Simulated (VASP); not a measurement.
# PtSeS4 (I422) in VASP: further runs, part 2 of 3

VASP 6.6.1.

**4. Relaxation of cell and atoms, PBE**

This run uses another cell than the first one, of 19.16 Å³/atom.

Contents of INCAR:

```
PREC     = Accurate       # precision mode
ENCUT    = 600            # plane-wave cutoff, eV
EDIFF    = 1E-6           # SCF threshold, eV
ISMEAR   = 0              # smearing method
SIGMA    = 0.1            # smearing width, eV
LREAL    = F              # projectors in reciprocal space
LASPH    = T              # aspherical terms in the spheres
NELM     = 80             # most SCF steps
ALGO     = Normal         # electronic algorithm
ISIF     = 3              # what is computed and relaxed
LWAVE    = F              # write WAVECAR
LCHARG   = F              # write CHGCAR
GGA      = PE             # functional
IBRION   = 2              # ionic algorithm
NSW      = 90             # ionic steps
EDIFFG   = -0.04          # ionic threshold
```

Contents of KPOINTS:

```
regular mesh
0
Gamma
  4 4 4
```

Contents of POSCAR:

```
PtSeS4
1.0
   -3.2232746700      3.2232746700      2.7663179500
    3.2232746700     -3.2232746700      2.7663179500
    3.2232746700      3.2232746700     -2.7663179500
Pt Se S
1 1 4
Direct
    0.0000000000      0.0000000000      0.0000000000
    0.5000000000      0.5000000000      0.0000000000
    0.9157789900      0.4157789900      0.8315579900
    0.5842210100      0.0842210100      0.1684420100
    0.0842210100      0.9157789900      0.5000000000
    0.4157789900      0.5842210100      0.5000000000
```

Potentials or basis: VASP PAW PBE potentials, release 64 (Pt, Se, S).

Launch:

```console
$ cat potpaw_PBE.64/Pt/POTCAR potpaw_PBE.64/Se/POTCAR potpaw_PBE.64/S/POTCAR > POTCAR
$ mpirun -np 1 vasp_std > vasp.out
```

OUTCAR:

```text
PREC = Accurate
   ENCUT = 600
   EDIFF = 1E-6
   ISMEAR = 0
   LREAL = F
   LASPH = T
   NELM = 80
   ISIF = 3
   GGA = PE
   IBRION = 2
   NSW = 90
   EDIFFG = -0.04

 ion  position               nearest neighbor table
   1  0.000  0.000  0.000-   2 2.77   2 2.77   4 2.77   3 2.77   5 2.77   5 2.77   6 2.77   6 2.77
                             4 2.77   3 2.77
   2  0.500  0.500  0.000-   1 2.77   1 2.77   4 2.77   3 2.77   6 2.77   6 2.77   5 2.77   5 2.77
                             3 2.77   4 2.77
   3  0.916  0.416  0.832-   1 2.77   2 2.77   2 2.77   1 2.77
   4  0.584  0.084  0.168-   1 2.77   2 2.77   2 2.77   1 2.77
   5  0.084  0.916  0.500-   1 2.77   1 2.77   2 2.77   2 2.77
   6  0.416  0.584  0.500-   2 2.77   2 2.77   1 2.77   1 2.77

  LATTYP: Found a body centered tetragonal cell.
 ALAT       =     6.4465493400
 C/A-ratio  =     0.8582321500

  Lattice vectors:
[... 292 lines left out ...]

  energy  without entropy=      -21.4488116260  energy(sigma->0) =      -21.45546488

[... ionic steps 4 to 18 ...]

--------------------------------------- Ionic step       19  -------------------------------------------

 number of electron      40.0000000 magnetization

------------------------ aborting loop because EDIFF is reached ----------------------------------------
[... 75 lines left out ...]
--------------------------------------- Ionic step       21  -------------------------------------------

 number of electron      39.9999999 magnetization

 Free energy of the ion-electron system (eV)
  ---------------------------------------------------
  ext. energy  EPLUGINS =         0.00000000
  ---------------------------------------------------
  free energy    TOTEN  =       -23.42890517 eV

  energy without entropy =      -23.42018950  energy(sigma->0) =      -23.42454733

 E-fermi :   6.6530     XC(G=0): -10.7352

 val. band max:        6.5054506116   @ k =   0.5000   0.0000   0.0000
 cond. band min:       6.6662479413   @ k =  -0.2500   0.2500   0.0000
 fundamental gap:      0.1607973297
 Fermi energy:         6.6530324214

 k-point     1 :       0.0000    0.0000    0.0000
  band No.  band energies     occupation
      1     -10.3163      2.00000
      2      -8.5799      2.00000
      3      -5.8638      2.00000
      4      -4.7780      2.00000
      5      -4.7780      2.00000
      6       0.4785      2.00000
[... 373 lines left out ...]
  FREE ENERGIE OF THE ION-ELECTRON SYSTEM (eV)
  ---------------------------------------------------
  free  energy   TOTEN  =       -23.4289051658 eV

  energy  without entropy=      -23.4201895026  energy(sigma->0) =      -23.42454733

 reached required accuracy - stopping structural energy minimisation
```

OSZICAR:

```text
N       E                     dE             d eps       ncg     rms          rms(c)
DAV:   1     0.245343961288E+03    0.24534E+03   -0.20166E+04   624   0.167E+03
DAV:   2    -0.584933439941E+01   -0.25119E+03   -0.24670E+03   816   0.272E+02
DAV:   3    -0.219421871640E+02   -0.16093E+02   -0.15894E+02   752   0.706E+01
[... 209 lines left out ...]
DAV:   3    -0.234291502704E+02    0.22574E-02   -0.14594E-02   696   0.644E-01    0.114E-01
DAV:   4    -0.234289123790E+02    0.23789E-03   -0.14593E-03   768   0.202E-01    0.488E-02
DAV:   5    -0.234289101649E+02    0.22141E-05   -0.34713E-05   824   0.351E-02    0.355E-02
DAV:   6    -0.234289055416E+02    0.46233E-05   -0.79484E-06   784   0.172E-02    0.631E-03
DAV:   7    -0.234289051658E+02    0.37577E-06   -0.44229E-07   408   0.426E-03
  21 F= -.23428905E+02 E0= -.23424547E+02  d E =-.350444E-01
```

It took 7.3 min on 1 thread of Intel Xeon 6975P-C (Granite Rapids), shared host; peak memory 0.39 GiB.

What came out:

* Free energy: -23.4289 eV
* Relaxed volume: 18.18 Å³/atom
* Relaxed cell: a = 5.244 Å, b = 5.244 Å, c = 5.244 Å, α = 114.02°, β = 114.02°, γ = 100.70°
* Space group after relaxing (to 0.1 Å): I422 (No. 97)
* Energy gained by relaxing: 454.1 meV/atom
* Ionic steps: 21
* Pressure after relaxing: 0.0 GPa
* Largest force after relaxing: 0.016 eV/Å
* Band gap on the k mesh: zero (bands 20 and 21 overlap by 1.31 eV)

Forces on the atoms (eV/Å):
```
Pt   0.000  0.000  0.000
Se   0.000  0.000  0.000
S   -0.012 -0.012  0.000
S    0.012  0.012  0.000
S   -0.012  0.012  0.000
S    0.012 -0.012  0.000
```

Step by step:
| step | energy change (eV) | largest force (eV/Å) | pressure (GPa) | volume (Å³) |
| --- | --- | --- | --- | --- |
| 1 | 0.0000 | 0.1691 | -5.70 | 114.96 |
| 2 | -0.6503 | 0.1448 | 2.32 | 103.79 |
| 3 | -0.7579 | 0.2701 | 8.72 | 98.11 |
| 4 | -1.0779 | 0.2782 | 9.28 | 97.29 |
| 5 | -1.2099 | 0.4599 | 14.24 | 93.76 |
| 6 | -1.3202 | 0.3517 | 12.12 | 95.02 |
| 7 | -1.6390 | 0.3315 | 3.79 | 101.23 |
| 8 | -1.6856 | 0.3240 | -0.78 | 105.76 |
| 9 | -1.6869 | 0.3247 | -0.21 | 105.12 |
| 10 | -1.6960 | 0.3422 | -0.23 | 105.11 |
| 11 | -1.7265 | 0.4026 | -0.30 | 105.08 |
| 12 | -1.8060 | 0.5857 | -0.37 | 105.02 |
| 13 | -2.0890 | 1.0496 | -0.29 | 104.88 |
| 14 | -2.6779 | 0.1489 | 3.00 | 104.62 |
| 15 | -2.6620 | 0.4845 | 4.32 | 104.58 |
| 16 | -2.6798 | 0.0162 | 3.30 | 104.61 |
| 17 | -2.6887 | 0.1892 | 3.22 | 105.22 |
| 18 | -2.6896 | 0.2941 | 3.20 | 105.50 |
| 19 | -2.7034 | 0.2227 | 2.46 | 106.28 |
| 20 | -2.7241 | 0.0206 | 0.40 | 108.62 |
| 21 | -2.7246 | 0.0165 | 0.02 | 109.08 |

Final structure:
```
Pt Se S
1.0
    -2.85489    2.85489    3.34576
     2.85489   -2.85489    3.34576
     2.85489    2.85489   -3.34576
Pt Se S
1 1 4
Direct
  0.00000 0.00000 0.00000
  0.50000 0.50000 0.00000
  0.87379 0.37379 0.74758
  0.62621 0.12621 0.25242
  0.12621 0.87379 0.50000
  0.37379 0.62621 0.50000
```

Caveat: the k points lie up to 0.36 Å⁻¹ apart in the final cell, too coarse for converged energies and pressures of a metal; spin-orbit coupling is left out, which moves the levels of the heavy elements.

**5. Single point, PBE, collinear spin**

Contents of INCAR:

```
SYSTEM = PtSeS4
  ALGO = Normal
  EDIFF = 1E-6
  ENCUT = 520
  GGA = PE
  ISIF = 2
  ISMEAR = 0
  ISPIN = 2
  LASPH = .True.
  LCHARG = .True.
  LELF = .True.
  LMAXMIX = 4
  LORBIT = 11
  LREAL = .False.
  LVHAR = .True.
  LWAVE = .False.
  MAGMOM = 1 0 0 0 0 0
  NBANDS = 33
  NELM = 150
  PREC = Accurate
  SIGMA = 0.1
```

Contents of KPOINTS:

```
k-points
0
Gamma
  4 4 4
  0 0 0
```

Contents of POSCAR:

```
PtSeS4
1.0
   -2.8504498414      2.8504498414      3.3597035004
    2.8504498414     -2.8504498414      3.3597035004
    2.8504498414      2.8504498414     -3.3597035004
Pt Se S
1 1 4
Direct
    0.0000000000      0.0000000000      0.0000000000
    0.5000000000      0.5000000000      0.0000000000
    0.8746958378      0.3746958378      0.7493916756
    0.6253041622      0.1253041622      0.2506083244
    0.1253041622      0.8746958378      0.5000000000
    0.3746958378      0.6253041622      0.5000000000
```

Potentials or basis: VASP PAW PBE potentials, release 64 (Pt, Se, S).

Launch:

```console
$ cat potpaw_PBE.64/Pt/POTCAR potpaw_PBE.64/Se/POTCAR potpaw_PBE.64/S/POTCAR > POTCAR
$ mpirun -np 1 vasp_std > vasp.out
```

OUTCAR:

```text
SYSTEM = PtSeS4
   EDIFF = 1E-6
   ENCUT = 520
   GGA = PE
   ISIF = 2
   ISMEAR = 0
   ISPIN = 2
   LASPH = .True.
   LORBIT = 11
   LREAL = .False.
   NELM = 150
   PREC = Accurate

 ion  position               nearest neighbor table
   1  0.000  0.000  0.000-   3 2.81   4 2.81   6 2.81   5 2.81   5 2.81   6 2.81   3 2.81   4 2.81

   2  0.500  0.500  0.000-
   3  0.875  0.375  0.749-   4 2.01   1 2.81   1 2.81
   4  0.625  0.125  0.251-   3 2.01   1 2.81   1 2.81
   5  0.125  0.875  0.500-   6 2.01   1 2.81   1 2.81
   6  0.375  0.625  0.500-   5 2.01   1 2.81   1 2.81

  LATTYP: Found a body centered tetragonal cell.
 ALAT       =     5.7008996828
 C/A-ratio  =     1.1786572953

  Lattice vectors:

 A1 = (  -2.8504498414,   2.8504498414,   3.3597035004)
 A2 = (   2.8504498414,  -2.8504498414,   3.3597035004)
 A3 = (   2.8504498414,   2.8504498414,  -3.3597035004)

Analysis of symmetry for initial positions (statically):
=====================================================================
 Subroutine PRICEL returns:
 Original cell was already a primitive cell.

 Routine SETGRP: Setting up the symmetry group for a
 body centered tetragonal supercell.

 Subroutine GETGRP returns: Found  8 space group operations
 (whereof  8 operations were pure point group operations)
 out of a pool of 16 trial point group operations.

The static configuration has the point symmetry D_4 .

Analysis of symmetry for dynamics (positions and initial velocities):
=====================================================================
 Subroutine PRICEL returns:
 Original cell was already a primitive cell.

 Routine SETGRP: Setting up the symmetry group for a
 body centered tetragonal supercell.

 Subroutine GETGRP returns: Found  8 space group operations
 (whereof  8 operations were pure point group operations)
 out of a pool of 16 trial point group operations.

The dynamic configuration has the point symmetry D_4 .

[... 167 lines left out ...]
 k-point     1 :       0.0000    0.0000    0.0000
  band No.  band energies     occupation
      1     -10.2860      1.00000
      2      -8.5141      1.00000
      3      -5.8560      1.00000
      4      -4.8152      1.00000
      5      -4.8152      1.00000
      6       0.4709      1.00000
[... 444 lines left out ...]
     31      14.0240      0.00000
     32      15.1591      0.00000
 Fermi energy:         6.6534389726

 spin component 2

 k-point     1 :       0.0000    0.0000    0.0000
  band No.  band energies     occupation
      1     -10.2860      1.00000
      2      -8.5141      1.00000
      3      -5.8563      1.00000
      4      -4.8151      1.00000
      5      -4.8151      1.00000
      6       0.4709      1.00000
[... 444 lines left out ...]
     31      14.0241      0.00000
     32      15.1591      0.00000
 [bands above 32 left out]

------------------------ aborting loop because EDIFF is reached ----------------------------------------

  FORCE on cell =-STRESS in cart. coord.  units (eV):
  Direction    XX          YY          ZZ          XY          YZ          ZX
  --------------------------------------------------------------------------------------
  -------------------------------------------------------------------------------------
  Total       -0.3547853     -0.3547853      0.0295298      0.0000000      0.0000000      0.0000000
  in kB       -5.2058120     -5.2058120      0.4332951      0.0000000      0.0000000      0.0000000
  external PRESSURE =      -3.3261096 kB  Pullay stress =       0.0000000 kB

 VOLUME and BASIS-vectors are now :
 -----------------------------------------------------------------------------
  energy-cutoff  :      520.00
  volume of cell :      109.19
      direct lattice vectors                 reciprocal lattice vectors
    -2.850449841  2.850449841  3.359703500     0.000000000  0.175410910  0.148822657
     2.850449841 -2.850449841  3.359703500     0.175410910  0.000000000  0.148822657
     2.850449841  2.850449841 -3.359703500     0.175410910  0.175410910  0.000000000

 POSITION                                       TOTAL-FORCE (eV/Angst)
 -----------------------------------------------------------------------------------
      0.00000      0.00000      0.00000        -0.000000     -0.000000      0.000000
      0.00000      0.00000      3.35970        -0.000000      0.000000      0.000000
      0.71088      3.56133      1.67985        -0.101653     -0.101653      0.000000
     -0.71088      2.13957      1.67985         0.101653      0.101653     -0.000000
      3.56133     -0.71088      1.67985        -0.101653      0.101653      0.000000
      2.13957      0.71088      1.67985         0.101653     -0.101653      0.000000
 -----------------------------------------------------------------------------------
    total drift:                               -0.000000      0.000000     -0.000000

  FREE ENERGIE OF THE ION-ELECTRON SYSTEM (eV)
  ---------------------------------------------------
  free  energy   TOTEN  =       -23.4293255576 eV

  energy  without entropy=      -23.4201042595  energy(sigma->0) =      -23.42471491

 total charge

# of ion       s       p       d       tot
------------------------------------------
    1        0.467   0.262   8.167   8.896
    2        1.546   2.032   0.056   3.634
    3        1.404   2.172   0.000   3.576
    4        1.404   2.172   0.000   3.576
    5        1.404   2.172   0.000   3.576
    6        1.404   2.172   0.000   3.576
--------------------------------------------------
tot          7.628  10.982   8.223  26.833

 magnetization (x)

# of ion       s       p       d       tot
------------------------------------------
    1        0.000   0.000   0.000   0.000
    2       -0.000  -0.000  -0.000  -0.000
    3       -0.000   0.000   0.000   0.000
    4       -0.000   0.000   0.000   0.000
    5       -0.000   0.000   0.000   0.000
    6       -0.000   0.000   0.000   0.000
--------------------------------------------------
tot         -0.000  -0.000   0.000   0.000
```

stdout:

```text
POSCAR found type information on POSCAR PtSeS
 POSCAR found :  3 types and       6 ions
 scaLAPACK will be used
 LDA part: xc-table for (Slater+PW92), standard interpolation
 POSCAR, INCAR and KPOINTS ok, starting setup
 FFT: planning ... GRIDC
 FFT: planning ... GRID_SOFT
 FFT: planning ... GRID
 WAVECAR not read
 entering main loop
```

It took 48 s on 1 thread of Intel Xeon 6975P-C (Granite Rapids), shared host; peak memory 0.31 GiB.

Results:

```
Free energy                                           : -23.4293 eV
Pressure                                              : -0.3 GPa
Largest force                                         : 0.144 eV/Å
Band gap on the k mesh                                : zero (filled and empty bands overlap)
Net moment                                            : 0.00 μB per cell
Valence electrons inside the program's atomic spheres : Pt 8.90; Se 3.63; S 3.58
```

Forces in eV/Å, atoms in the order of the input:
```
Pt   0.000  0.000  0.000
Se   0.000  0.000  0.000
S   -0.102 -0.102  0.000
S    0.102  0.102  0.000
S   -0.102  0.102  0.000
S    0.102 -0.102  0.000
```

Levels at points of the mesh, in eV from the Fermi level:
Spin up:
```
           k point  band 16  band 17  band 18  band 19  band 20  band 21  band 22  band 23  band 24  band 25
(0.00, 0.00, 0.00)    -1.96    -1.24    -1.24    -1.17     1.15     1.39     1.67     1.67     2.46     3.70
(0.50, 0.00, 0.00)    -1.78    -1.48    -1.19    -0.55    -0.48    -0.14     0.95     1.64     2.25     2.85
(0.50, 0.50, 0.00)    -2.10    -1.21    -0.92    -0.89    -0.67     0.38     1.00     1.74     2.73     3.23
(0.50, 0.50, 0.50)    -1.43    -1.08    -0.81    -0.81    -0.39     0.35     0.66     0.66     3.53     3.53
```
Spin down:
| k point | band 16 | band 17 | band 18 | band 19 | band 20 | band 21 | band 22 | band 23 | band 24 | band 25 |
| --- | --- | --- | --- | --- | --- | --- | --- | --- | --- | --- |
| (0.00, 0.00, 0.00) | -1.96 | -1.24 | -1.24 | -1.17 | 1.15 | 1.39 | 1.67 | 1.67 | 2.46 | 3.70 |
| (0.50, 0.00, 0.00) | -1.78 | -1.48 | -1.19 | -0.55 | -0.48 | -0.14 | 0.95 | 1.64 | 2.25 | 2.85 |
| (0.50, 0.50, 0.00) | -2.10 | -1.21 | -0.92 | -0.89 | -0.67 | 0.38 | 1.00 | 1.74 | 2.73 | 3.23 |
| (0.50, 0.50, 0.50) | -1.43 | -1.08 | -0.81 | -0.81 | -0.39 | 0.35 | 0.66 | 0.66 | 3.53 | 3.53 |

Caveat: the k points lie up to 0.36 Å⁻¹ apart, too coarse for converged energies and pressures of a metal; spin-orbit coupling is left out, which moves the levels of the heavy elements.

(Part 2 of 3 ends here.)
